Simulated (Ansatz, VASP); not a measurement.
# One calculation of Te2Mo, two programs

The input INCAR:

```
PREC = Accurate
ENCUT = 500
EDIFF = 1E-6
ISMEAR = 0
SIGMA = 0.02
LREAL = False
LASPH = True
NELM = 120
ALGO = Normal
ISIF = 2
LWAVE = False
LCHARG = False
GGA = PE
IVDW = 12
NBANDS = 35
GGA_COMPAT = False
```

KPOINTS

```
regular mesh
0
Gamma
  6 6 2
```

File POSCAR:

```
Te2Mo
1.0
    3.5182000000      0.0000000000      0.0000000000
   -1.7591000000      3.0468505760      0.0000000000
    0.0000000000      0.0000000000     13.9736000000
Te Mo
4 2
Direct
    0.3333333330      0.6666666670      0.6210000000
    0.6666666670      0.3333333330      0.1210000000
    0.3333333330      0.6666666670      0.8790000000
    0.6666666670      0.3333333330      0.3790000000
    0.3333333330      0.6666666670      0.2500000000
    0.6666666670      0.3333333330      0.7500000000
```

Input for Ansatz:

```yaml
crystal:
  lattice:
    - [3.5182, 0.0, 0.0]
    - [-1.7591, 3.046850576, 0.0]
    - [0.0, 0.0, 13.9736]
  atoms:
    - { symbol: Te, position: [0.333333333, 0.666666667, 0.621] }
    - { symbol: Te, position: [0.666666667, 0.333333333, 0.121] }
    - { symbol: Te, position: [0.333333333, 0.666666667, 0.879] }
    - { symbol: Te, position: [0.666666667, 0.333333333, 0.379] }
    - { symbol: Mo, position: [0.333333333, 0.666666667, 0.25] }
    - { symbol: Mo, position: [0.666666667, 0.333333333, 0.75] }
basis:
  ecutwfc: 420
kpoints:
  mp_grid: { grid: [6, 6, 2] }
hamiltonian:
  xc: pbe
  dispersion: d3bj
scf:
  occupations: { method: gaussian, width: 0.02 }
output:
  forces: true
  stress: true
  eigenvalues: true
```

Alike in both runs: task single point; functional PBE; dispersion D3(BJ); k mesh 6 × 6 × 2; occupations gaussian, width 0.02 eV; no spin polarisation.

```csv
,VASP,Ansatz
version,VASP 6.6.1,Ansatz 0.2.0
potentials or method,"VASP PAW PBE potentials, release 64 (Te, Mo_sv), cutoff 500 eV","scalar-relativistic, plane waves, PAW"
valence electrons in the cell,52,92
```

```csv
,VASP,Ansatz,Ansatz less VASP
gap on the k mesh at the Fermi level (eV),0.82,0.83,+0.004
least direct gap on the mesh (eV),1.04,1.04,+0.001
pressure (GPa),-0.5,-0.5,-0.02
"traceless stress, the component that is largest in VASP (GPa)",0.49,0.43,-0.059
rms of the force components (eV/Å),0.087,0.080,-0.0069
```

Atom by atom the forces differ by 0.007 eV/Å (rms over components). VASP's potentials hold 52 valence electrons a cell and Ansatz's 92, so a difference there can come from the potentials and not from the codes.

Neither program's run includes spin-orbit coupling.
